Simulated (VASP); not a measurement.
# Ba (Im-3m) in VASP: further runs

The runs below take Ba through single point, relaxation of cell and atoms, with PBEsol.

Program: VASP 6.6.1. These are calculated values, not measurements. Logs are shortened: lines on timing, memory, paths and dates and some standing lists are left out, and cuts for length are marked.

**1. The cell of the first run**

Symmetry: Im-3m, No. 229, cubic system. The conventional cell has a = 4.901 Å, b = 4.901 Å, c = 4.901 Å, α = 90.00°, β = 90.00°, γ = 90.00°. Ba (site symmetry m-3m) has 14 Ba at 4.24 to 4.90 Å within 5.6 Å.

**2. Single point, PBEsol**

Input file INCAR:

```
SYSTEM = Ba
ALGO = Normal ; EDIFF = 1E-6
ENCUT = 520 ; GGA = PS
ISIF = 2 ; ISMEAR = 1
LASPH = .True. ; LCHARG = .False.
LREAL = .False. ; LWAVE = .False.
NBANDS = 11 ; NELM = 80
PREC = Accurate ; SIGMA = 0.1
```

Input file KPOINTS:

```
k-points
0
Gamma
  6 6 6
  0 0 0
```

Input file POSCAR:

```
Ba
1.0
   -2.4503323969      2.4503323969      2.4503323969
    2.4503323969     -2.4503323969      2.4503323969
    2.4503323969      2.4503323969     -2.4503323969
Ba
1
Direct
    0.0000000000      0.0000000000      0.0000000000
```

Potentials or basis: VASP PAW PBE potentials, release 64 (Ba_sv).

Launch:

```bash
> cat potpaw_PBE.64/Ba_sv/POTCAR > POTCAR
> mpirun -np 1 vasp_std > vasp.out
```

OUTCAR:

```text
SYSTEM = Ba
   EDIFF = 1E-6
   ENCUT = 520
   GGA = PS
   ISIF = 2
   ISMEAR = 1
   LASPH = .True.
   LREAL = .False.
   NELM = 80
   PREC = Accurate

 ion  position               nearest neighbor table
   1  0.000  0.000  0.000-

  LATTYP: Found a body centered cubic cell.
 ALAT       =     4.9006647938

  Lattice vectors:

 A1 = (  -2.4503323969,   2.4503323969,   2.4503323969)
 A2 = (   2.4503323969,  -2.4503323969,   2.4503323969)
 A3 = (   2.4503323969,   2.4503323969,  -2.4503323969)

Analysis of symmetry for initial positions (statically):
=====================================================================
 Subroutine PRICEL returns:
 Original cell was already a primitive cell.

 Routine SETGRP: Setting up the symmetry group for a
 body centered cubic supercell.

 Subroutine GETGRP returns: Found 48 space group operations
 (whereof 48 operations were pure point group operations)
 out of a pool of 48 trial point group operations.

The static configuration has the point symmetry O_h .

Analysis of symmetry for dynamics (positions and initial velocities):
=====================================================================
 Subroutine PRICEL returns:
 Original cell was already a primitive cell.

 Routine SETGRP: Setting up the symmetry group for a
 body centered cubic supercell.

 Subroutine GETGRP returns: Found 48 space group operations
 (whereof 48 operations were pure point group operations)
 out of a pool of 48 trial point group operations.

The dynamic configuration has the point symmetry O_h .

 Subroutine INISYM returns: Found 48 space group operations
 (whereof 48 operations are pure point group operations),
 and found     1 'primitive' translations

----------------------------------------------------------------------------------------

                                     Primitive cell

  volume of cell :      58.8484

  direct lattice vectors                    reciprocal lattice vectors
    -2.450332397  2.450332397  2.450332397     0.000000000  0.204053948  0.204053948
     2.450332397 -2.450332397  2.450332397     0.204053948  0.000000000  0.204053948
     2.450332397  2.450332397 -2.450332397     0.204053948  0.204053948  0.000000000

  length of vectors
     4.244100207  4.244100207  4.244100207     0.288575861  0.288575861  0.288575861

  position of ions in fractional coordinates (direct lattice)
     0.000000000  0.000000000  0.000000000

  ion indices of the primitive-cell ions
   primitive index   ion index
                 1           1

----------------------------------------------------------------------------------------

 KPOINTS: k-points

Automatic generation of k-mesh.
 Grid dimensions read from file:
 generate k-points for:    6    6    6

 Generating k-lattice:

  Cartesian coordinates                     Fractional coordinates (reciprocal lattice)
     0.000000000  0.034008991  0.034008991     0.166666667  0.000000000  0.000000000
     0.034008991  0.000000000  0.034008991     0.000000000  0.166666667  0.000000000
     0.034008991  0.034008991  0.000000000     0.000000000  0.000000000  0.166666667

  Length of vectors
     0.048095977  0.048095977  0.048095977

  Shift w.r.t. Gamma in fractional coordinates (k-lattice)
     0.000000000  0.000000000  0.000000000

 Subroutine IBZKPT returns following result:
 ===========================================

 Found     16 irreducible k-points:

 Following reciprocal coordinates:
            Coordinates               Weight
  0.000000  0.000000  0.000000      1.000000
  0.166667  0.000000  0.000000     12.000000
  0.333333  0.000000  0.000000     12.000000
  0.500000  0.000000  0.000000      6.000000
  0.166667  0.166667  0.000000     24.000000
  0.333333  0.166667 -0.000000     48.000000
[... 8 lines left out ...]
  0.500000  0.500000  0.333333     12.000000
  0.500000  0.500000  0.500000      1.000000
   k-points           NKPTS =     16   k-points in BZ     NKDIM =     16   number of bands    NBANDS=     11
   number of dos      NEDOS =    301   number of ions     NIONS =      1
   total plane-waves  NPLWV =  32768
   dimension x,y,z NGX =    32 NGY =   32 NGZ =   32
   dimension x,y,z NGXF=    64 NGYF=   64 NGZF=   64
   ions per type =               1
   NGX,Y,Z   is equivalent  to a cutoff of  12.53, 12.53, 12.53 a.u.
   NGXF,Y,Z  is equivalent  to a cutoff of  25.07, 25.07, 25.07 a.u.
 SYSTEM =  Ba
   PREC   = accura    normal or accurate (medium, high low for compatibility)
   ISTART =      0    job   : 0-new  1-cont  2-samecut
   ICHARG =      2    charge: 1-file 2-atom 10-const
   ISPIN  =      1    spin polarized calculation?
   LNONCOLLINEAR =      F non collinear calculations
   LSORBIT =      F    spin-orbit coupling
   LASPH  =      T    aspherical Exc in radial PAW
   ENCUT  =  520.0 eV  38.22 Ry    6.18 a.u.   7.89  7.89  7.89*2*pi/ulx,y,z
   NELM   =     80;   NELMIN=  2; NELMDL= -5     # of ELM steps
   EDIFF  = 0.1E-05   stopping-criterion for ELM
   LREAL  =      F    real-space projection
   EDIFFG = 0.1E-04   stopping-criterion for IOM
   NSW    =      0    number of steps for IOM
   IBRION =     -1    ionic relax: 0-MD 1-quasi-New 2-CG
   NFREE  =      0    steps in history (QN), initial steepest desc. (CG)
   ISIF   =      2    stress and relaxation
   ISYM   =      2    0-nonsym 1-usesym 2-fastsym
   POTIM  = 0.5000    time-step for ionic-motion
   TEBEG  =    0.0;   TEEND  =   0.0 temperature during run
   PSTRESS=    0.0 pullay stress
   NELECT =      10.0000    total number of electrons
   NUPDOWN=      -1.0000    fix difference up-down
   EMIN   =  10.00;   EMAX   =-10.00  energy-range for DOS
   EFERMI =   0.00;   METHOD = LEGACY
   ISMEAR =     1;   SIGMA  =   0.10  broadening in eV -4-tet -1-fermi 0-gaus
   EFERMI_NEDOS =   21; number of points for ismear=-14 and -15
   IALGO  =     38    algorithm
   IMIX   =      4    mixing-type and parameters
     AMIX     =   0.40;   BMIX     =  1.00
     AMIX_MAG =   1.60;   BMIX_MAG =  1.00
  volume/ion in A,a.u.               =      58.85       397.13
  Fermi-wavevector in a.u.,A,eV,Ry     =   0.906769  1.713544 11.187110  0.822229
  Thomas-Fermi vector in A             =   2.030496
   LORBIT       =      0    0 simple, 1 ext, 2 COOP (PROOUT), +10 PAW based schemes
   GGA     = PS    functional components
   LHFCALC =     F    Hartree Fock is set to
   AEXX    =    0.0000 exact exchange contribution
   IVDW    =     0    specifies the selected vdW correction
   LEPSILON=     F    determine dielectric tensor
   LRPA    =     F    only Hartree local field effects (RPA)
 non-spin polarized calculation
 Methfessel and Paxton  Order N= 1 SIGMA  =   0.10
  energy-cutoff  :      520.00
  volume of cell :       58.85
 maximum number of plane-waves:      1638
   NGX = 15   NGY = 15   NGZ = 15

 number of electron      10.0000000 magnetization

 Free energy of the ion-electron system (eV)
  ---------------------------------------------------
  ext. energy  EPLUGINS =         0.00000000
  ---------------------------------------------------
  free energy    TOTEN  =        -2.13552546 eV

  energy without entropy =       -2.13553021  energy(sigma->0) =       -2.13552704

 E-fermi :   1.7967     XC(G=0):  -7.7324

 val. band max:        1.7428911317   @ k =  -0.3333   0.3333   0.3333
 cond. band min:       1.8404770342   @ k =   0.3333   0.3333   0.0000
 fundamental gap:      0.0975859025
 Fermi energy:         1.7966574828

 k-point     1 :       0.0000    0.0000    0.0000
  band No.  band energies     occupation
      1     -26.9882      2.00000
      2     -11.8749      2.00000
      3     -11.8749      2.00000
      4     -11.8749      2.00000
      5      -1.0365      2.00000
      6       3.6489     -0.00000
      7       3.6489     -0.00000
      8       3.6489     -0.00000
      9       5.1773      0.00000
     10       5.1773      0.00000
     11       8.9010      0.00000

 k-point     2 :       0.1667    0.0000    0.0000
  band No.  band energies     occupation
      1     -26.9736      2.00000
      2     -12.0295      2.00000
      3     -11.9220      2.00000
      4     -11.8761      2.00000
      5      -0.5010      2.00000
      6       3.2529     -0.00000
      7       3.3287     -0.00000
      8       4.2198      0.00000
      9       4.8075      0.00000
     10       5.1641      0.00000
     11       9.4108      0.00000

 k-point     3 :       0.3333    0.0000    0.0000
  band No.  band energies     occupation
      1     -26.9441      2.00000
      2     -12.3177      2.00000
      3     -12.0139      2.00000
      4     -11.8786      2.00000
      5       0.5318      2.00000
      6       2.6627     -0.00000
      7       2.8201     -0.00000
      8       5.1145      0.00000
      9       5.4034      0.00000
     10       5.8022      0.00000
     11       8.6304      0.00000

 k-point     4 :       0.5000    0.0000    0.0000
  band No.  band energies     occupation
      1     -26.9293      2.00000
      2     -12.4529      2.00000
      3     -12.0586      2.00000
      4     -11.8799      2.00000
      5       0.8113      2.00000
      6       2.4253     -0.00000
      7       3.2400     -0.00000
      8       5.1597      0.00000
      9       5.7848      0.00000
     10       7.3751      0.00000
     11       7.6234      0.00000

 k-point     5 :       0.1667    0.1667    0.0000
  band No.  band energies     occupation
      1     -26.9515      2.00000
      2     -12.2251      2.00000
      3     -11.9845      2.00000
      4     -11.9104      2.00000
      5       0.3678      2.00000
      6       2.6966     -0.00000
      7       2.8746     -0.00000
      8       4.6498      0.00000
      9       5.3694      0.00000
     10       5.5959      0.00000
     11       9.4035      0.00000
[... 99 lines left out ...]
 k-point    13 :      -0.3333    0.5000    0.1667
  band No.  band energies     occupation
      1     -26.9132      2.00000
      2     -12.3371      2.00000
      3     -12.2062      2.00000
      4     -12.0201      2.00000
      5       1.7234      1.94142
      6       1.9230     -0.07047
      7       2.9225     -0.00000
      8       4.6837      0.00000
      9       5.4395      0.00000
     10       7.3707      0.00000
     11       8.1926      0.00000

 k-point    14 :      -0.3333    0.3333    0.3333
  band No.  band energies     occupation
      1     -26.9089      2.00000
      2     -12.2578      2.00000
      3     -12.1705      2.00000
      4     -12.1705      2.00000
      5       1.4900      2.00013
      6       1.7429      1.78016
      7       4.3006      0.00000
      8       4.3006      0.00000
      9       5.1805      0.00000
     10       5.6649      0.00000
     11      10.2357      0.00000

 k-point    15 :       0.5000    0.5000    0.3333
  band No.  band energies     occupation
      1     -26.8971      2.00000
      2     -12.3188      2.00000
      3     -12.2207      2.00000
      4     -12.1792      2.00000
      5       1.4027      2.00000
      6       1.5124      2.00044
      7       4.3548      0.00000
      8       4.5325      0.00000
      9       6.5139      0.00000
     10       6.9487      0.00000
     11       7.9927      0.00000

 k-point    16 :       0.5000    0.5000    0.5000
  band No.  band energies     occupation
      1     -26.8862      2.00000
      2     -12.2725      2.00000
      3     -12.2725      2.00000
      4     -12.2725      2.00000
      5       1.1240      2.00000
      6       1.1240      2.00000
      7       6.4463      0.00000
      8       6.4463      0.00000
      9       6.4463      0.00000
     10       6.8234      0.00000
     11       6.8234      0.00000

------------------------ aborting loop because EDIFF is reached ----------------------------------------

  FORCE on cell =-STRESS in cart. coord.  units (eV):
  Direction    XX          YY          ZZ          XY          YZ          ZX
  --------------------------------------------------------------------------------------
  -------------------------------------------------------------------------------------
  Total        0.0414628      0.0414628      0.0414628      0.0000000     -0.0000000     -0.0000000
  in kB        1.1288458      1.1288458      1.1288458      0.0000000     -0.0000000     -0.0000000
  external PRESSURE =       1.1288458 kB  Pullay stress =       0.0000000 kB

 VOLUME and BASIS-vectors are now :
 -----------------------------------------------------------------------------
  energy-cutoff  :      520.00
  volume of cell :       58.85
      direct lattice vectors                 reciprocal lattice vectors
    -2.450332397  2.450332397  2.450332397     0.000000000  0.204053948  0.204053948
     2.450332397 -2.450332397  2.450332397     0.204053948  0.000000000  0.204053948
     2.450332397  2.450332397 -2.450332397     0.204053948  0.204053948  0.000000000

 POSITION                                       TOTAL-FORCE (eV/Angst)
 -----------------------------------------------------------------------------------
      0.00000      0.00000      0.00000        -0.000000      0.000000      0.000000
 -----------------------------------------------------------------------------------
    total drift:                                0.000000      0.000000     -0.000000

  FREE ENERGIE OF THE ION-ELECTRON SYSTEM (eV)
  ---------------------------------------------------
  free  energy   TOTEN  =        -2.1355254572 eV

  energy  without entropy=       -2.1355302079  energy(sigma->0) =       -2.13552704
```

Wall time 5.6 s (1 thread of Intel Xeon Platinum 8488C (Sapphire Rapids), shared host); peak memory 0.16 GiB.

What came out:

| Property | Result |
| --- | --- |
| Free energy | -2.1355 eV |
| Pressure | 0.1 GPa |
| Band gap on the k mesh | zero (bands 5 and 6 overlap by 0.72 eV) |

Levels at points of the mesh, in eV from the Fermi level:
```tsv
k point	band 1	band 2	band 3	band 4	band 5	band 6	band 7	band 8	band 9	band 10
(0.00, 0.00, 0.00)	-28.78	-13.67	-13.67	-13.67	-2.83	1.85	1.85	1.85	3.38	3.38
(0.50, 0.00, 0.00)	-28.73	-14.25	-13.86	-13.68	-0.99	0.63	1.44	3.36	3.99	5.58
(0.50, 0.50, 0.50)	-28.68	-14.07	-14.07	-14.07	-0.67	-0.67	4.65	4.65	4.65	5.03
```

Caveat: the PAW data sets were made with another functional, which shifts forces and pressure a little; spin-orbit coupling is left out, which moves the levels of the heavy elements.

**3. Relaxation of cell and atoms, PBEsol**

This run uses another cell than the first one, of 62.99 Å³/atom.

Input file INCAR:

```
PREC = Accurate
ENCUT = 600
EDIFF = 1E-6
ISMEAR = 1
SIGMA = 0.1
LREAL = F
LASPH = T
NELM = 80
ALGO = Normal
ISIF = 3
LWAVE = F
LCHARG = F
GGA = PS
IBRION = 2
NSW = 60
EDIFFG = -0.03
```

Input file KPOINTS:

```
Automatic mesh
0
Gamma
  6 6 6
```

Input file POSCAR:

```
Ba
1.0
   -2.5065000000      2.5065000000      2.5065000000
    2.5065000000     -2.5065000000      2.5065000000
    2.5065000000      2.5065000000     -2.5065000000
Ba
1
Direct
    0.0000000000      0.0000000000      0.0000000000
```

Potentials or basis: VASP PAW PBE potentials, release 64 (Ba_sv).

Launch:

```bash
> cat potpaw_PBE.64/Ba_sv/POTCAR > POTCAR
> mpirun -np 1 vasp_std > vasp.out
```

Run time: 25 s. Hardware: 1 thread of Intel Xeon Platinum 8488C (Sapphire Rapids), shared host; peak memory 0.2 GiB.

It converged, with:

```
Free energy                           : -2.1357 eV
Relaxed volume                        : 59.49 Å³/atom
Relaxed cell                          : a = 4.260 Å, b = 4.260 Å, c = 4.260 Å, α = 109.47°, β = 109.47°, γ = 109.47°
Space group after relaxing (to 0.1 Å) : Im-3m (No. 229)
Energy gained by relaxing             : 5.1 meV/atom
Ionic steps                           : 4
Pressure after relaxing               : 0.0 GPa
Band gap on the k mesh                : zero (bands 5 and 6 overlap by 0.70 eV)
```

Step by step:
| step | energy change (eV) | largest force (eV/Å) | pressure (GPa) | volume (Å³) |
| --- | --- | --- | --- | --- |
| 1 | 0.0000 | 0.0000 | -0.45 | 62.99 |
| 2 | -0.0036 | 0.0000 | -0.27 | 61.38 |
| 3 | -0.0048 | 0.0000 | 0.10 | 58.85 |
| 4 | -0.0051 | 0.0000 | 0.02 | 59.49 |

Final structure:
```
CELL_PARAMETERS angstrom
-2.45927 2.45927 2.45927
2.45927 -2.45927 2.45927
2.45927 2.45927 -2.45927
ATOMIC_POSITIONS crystal
Ba 0.00000 0.00000 0.00000
```

Levels at points of the mesh, in eV from the Fermi level:
```csv
k point,band 1,band 2,band 3,band 4,band 5,band 6,band 7,band 8,band 9
"(0.00, 0.00, 0.00)",-28.80,-13.70,-13.70,-13.70,-2.83,1.84,1.84,1.84,3.35
"(0.50, 0.00, 0.00)",-28.74,-14.25,-13.87,-13.70,-0.98,0.63,1.41,3.33,3.95
"(0.50, 0.50, 0.50)",-28.70,-14.08,-14.08,-14.08,-0.65,-0.65,4.59,4.59,4.59
```

Caveat: the PAW data sets were made with another functional, which shifts forces and pressure a little; spin-orbit coupling is left out, which moves the levels of the heavy elements.

The gap in the log of VASP goes by the Fermi energy; the results here count the filled bands.